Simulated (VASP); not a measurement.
HfGa5Si: single point with PBE

The system is HfGa5Si.

```
CELL_PARAMETERS angstrom
4.21996 0.00000 0.00000
0.00000 4.21996 0.00000
0.00000 0.00000 6.70230
ATOMIC_POSITIONS crystal
Ga 0.00000 0.50000 0.30480
Ga 0.50000 0.00000 0.30480
Ga 0.00000 0.50000 0.69520
Ga 0.50000 0.00000 0.69520
Ga 0.50000 0.50000 0.00000
Hf 0.00000 0.00000 0.00000
Si 0.00000 0.00000 0.50000
```

| Property | Result |
| --- | --- |
| Program | VASP 6.6.1 |
| Task | single point |
| Functional | PBE |
| Potentials or basis | VASP PAW PBE potentials, release 64 (Ga_d, Hf_pv, Si) |
| Cutoff | 520 eV |
| k mesh | 6 × 6 × 4 |
| Occupations | methfessel-paxton, width 0.0264 eV |
| Spin | no spin polarisation |
| Dipole correction | no |
| Further INCAR settings | ALGO = Normal; EDIFF = 1e-06; NBANDS = 48 |

```
Pressure               : 6.8 GPa
Largest force          : 0.844 eV/Å
Band gap on the k mesh : zero (an odd number of electrons rules out a gap without spin polarisation)
```

Forces on the atoms (eV/Å):
```
Ga   0.000  0.000 -0.844
Ga   0.000  0.000 -0.844
Ga   0.000  0.000  0.844
Ga   0.000  0.000  0.844
Ga   0.000  0.000  0.000
Hf   0.000  0.000  0.000
Si   0.000  0.000  0.000
```

Levels at points of the mesh, in eV from the Fermi level:
```csv
k point,band 38,band 39,band 40,band 41,band 42,band 43
"(0.00, 0.00, 0.00)",-1.50,-1.09,-0.81,-0.62,0.46,0.46
"(0.50, 0.00, 0.00)",-1.05,0.04,0.50,0.55,1.31,1.42
"(0.50, 0.50, 0.00)",-3.16,-2.35,-1.30,1.45,1.74,2.07
"(0.00, 0.00, 0.50)",-1.66,-0.47,0.90,0.90,1.01,1.24
"(0.50, 0.00, 0.50)",-2.00,-1.13,0.37,0.71,0.80,0.84
"(0.50, 0.50, 0.50)",-2.32,0.40,0.40,0.62,0.89,1.81
```

Wall time 2.1 min on 1 thread of Intel(R) Xeon(R) Platinum 8259CL CPU @ 2.50GHz (Skylake/Cascade Lake) (shared host), peak memory 0.31 GiB.

Caveat: the cell stands under pressure; spin-orbit coupling is left out, which moves the levels of the heavy elements.
